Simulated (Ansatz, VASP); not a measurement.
# One calculation of AlSn4, two programs

```
Al Sn
1.0
     5.31965    0.00000    0.00000
     0.00000    5.31965    0.00000
     0.00000    0.00000    5.31965
Al Sn
1 4
Direct
  0.00000 0.00000 0.00000
  0.29553 0.70447 0.70447
  0.70447 0.29553 0.70447
  0.70447 0.70447 0.29553
  0.29553 0.29553 0.29553
```

Change from the starting cell: species swapped into the SnI4 type (P-43m, No. 215).

Alike in both runs: task relaxation of cell and atoms; functional PBE; k mesh 8 × 8 × 8; occupations gaussian, width 0.1 eV; no spin polarisation.

```csv
,VASP,Ansatz
version,VASP 6.6.1,Ansatz 0.2.0
potentials or method,"VASP PAW PBE potentials, release 64 (Al, Sn_d), cutoff 600 eV","scalar-relativistic, plane waves, PAW"
valence electrons in the cell,59,59
```

|  | VASP | Ansatz | Ansatz less VASP |
| --- | --- | --- | --- |
| gap on the k mesh at the Fermi level, each at its own relaxed structure (eV) | none | none | - |
| relaxed volume (Å³/atom) | 29.96 | 30.03 | +0.070 |
| relaxed cell length with the largest relative difference (Å) | 5.311 | 5.315 | +0.0041 |

A gap of «none» marks a metal or a gap that the smearing closes.
